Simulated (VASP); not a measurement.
Here is a VASP 6.6.1 calculation.

File POSCAR:

```
Hf
1.0
    3.1752449911      0.0000000000      0.0000000000
   -1.5876224956      2.7498428256      0.0000000000
    0.0000000000      0.0000000000      5.0238540107
Hf
2
Direct
    0.6666666667      0.3333333333      0.7500000000
    0.3333333333      0.6666666667      0.2500000000
```

File INCAR.step1:

```
SYSTEM = Hf
PREC = Accurate
ENCUT = 520
ISMEAR = -1
SIGMA = 0.05
LREAL = .False.
LASPH = .True.
NELM = 80
NBANDS = 17
GGA = PE
ALGO = Normal
EDIFF = 1E-4
LWAVE = .True.
LCHARG = .False.
```

INCAR.step2

```
SYSTEM = Hf
PREC = Accurate
ENCUT = 520
EDIFF = 1E-7
ISMEAR = -1
SIGMA = 0.05
LREAL = .False.
LASPH = .True.
NELM = 80
ALGO = Normal
ISIF = 2
LWAVE = .False.
LCHARG = .True.
METAGGA = R2SCAN
LMIXTAU = .True.
LELF = .True.
LVHAR = .True.
NBANDS = 17
ISTART = 1
```

KPOINTS

```
regular mesh
0
Gamma
  10 10 5
  0 0 0
```

Potentials or basis: VASP PAW PBE potentials, release 64 (Hf_pv).

Run with:

```console
$ cat potpaw_PBE.64/Hf_pv/POTCAR > POTCAR
$ cp INCAR.step1 INCAR
$ mpirun -np 1 vasp_std > vasp.out
$ cp INCAR.step2 INCAR
$ mpirun -np 1 vasp_std > vasp.out
```

(1) Estimate the band gap on the k mesh.

(2) Estimate the pressure.

## Answers

(1) zero (band 10 reaches 6.31 eV, above the bottom of band 11 at 4.57 eV).

(2) 1.4 GPa.

Caveat: the PAW data sets were made with another functional, which shifts forces and pressure a little; spin-orbit coupling is left out, which moves the levels of the heavy elements.
